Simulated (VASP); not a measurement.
# Mo: single point with PBE

Mo:

```
Mo
1.0
    -1.48011    1.79616    1.46439
     1.48011   -1.79616    1.46439
     1.48011    1.79616   -1.46439
Mo
1
Direct
  0.00000 0.00000 0.00000
```

This cell differs from its parent crystal: strain +e along x and -e along y -0.1000, strain +e along z and -e/2 along x and y -0.0733.

```
Program                : VASP 6.6.1
Task                   : single point
Functional             : PBE
Potentials or basis    : VASP PAW PBE potentials, release 64 (Mo_sv)
Cutoff                 : 520 eV
k mesh                 : 20 × 20 × 20
Occupations            : gaussian, width 0.15 eV
Spin                   : no spin polarisation
Dipole correction      : no
Further INCAR settings : ALGO = Fast; EDIFF = 1e-07; NBANDS = 13
```

```yaml
Pressure: 7.7 GPa
Band_gap_on_the_k_mesh: zero (band 7 reaches 16.33 eV, above the bottom of band 8 at 11.58 eV)
```

Stress tensor (GPa, compression positive):
```
 16.26   0.00   0.00
  0.00 -10.92   0.00
  0.00   0.00  17.68
```

Levels at points of the mesh, in eV from the Fermi level:
```tsv
k point	band 4	band 5	band 6	band 7	band 8	band 9	band 10	band 11
(0.00, 0.00, 0.00)	-34.33	-7.11	-1.56	-1.40	0.17	0.42	2.48	13.18
(0.50, 0.00, 0.00)	-34.40	-5.10	-2.33	-0.02	1.48	3.27	4.40	11.40
(0.00, 0.50, 0.00)	-34.60	-5.38	-4.45	2.93	3.40	3.57	5.02	12.02
(0.50, 0.50, 0.00)	-34.39	-5.09	-2.17	-0.10	1.37	3.10	4.43	11.29
(0.50, 0.50, 0.50)	-35.07	-5.49	-5.02	3.81	4.41	4.43	6.01	10.85
```

Run time: 79 s on 1 thread of Intel(R) Xeon(R) 6975P-C (Granite Rapids), on a shared host, peak memory 0.31 GiB.

Caveat: the cell differs from its parent crystal (strain +e along x and -e along y -0.1000, strain +e along z and -e/2 along x and y -0.0733).
